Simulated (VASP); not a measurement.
A run of VASP 6.6.1 is set up as follows.

The input INCAR:

```
PREC = Accurate
ENCUT = 520
EDIFF = 1E-6
ISMEAR = -1
SIGMA = 0.05
LREAL = False
LASPH = True
NELM = 80
ALGO = Normal
ISIF = 2
LWAVE = False
LCHARG = False
GGA = PE
NBANDS = 8
```

The input KPOINTS:

```
regular mesh
0
Gamma
  28 28 28
```

Contents of POSCAR:

```
C
1.0
    0.0000000000      1.2154552085      1.2154552085
    1.2154552085      0.0000000000      1.2154552085
    1.2154552085      1.2154552085      0.0000000000
C
1
Direct
    0.0000000000      0.0000000000      0.0000000000
```

Potentials or basis: VASP PAW PBE potentials, release 64 (C).

Command:

```bash
$ cat potpaw_PBE.64/C/POTCAR > POTCAR
$ mpirun -np 1 vasp_std > vasp.out
```

Task: Predict the pressure.

Result: 384.1 GPa.

Task: What does it give for the band gap on the k mesh?

Result: Zero (band 2 reaches 35.87 eV, above the bottom of band 3 at 15.89 eV).

Caveat: the cell differs from its parent crystal (volume scaled by 0.489, to set the pressure).
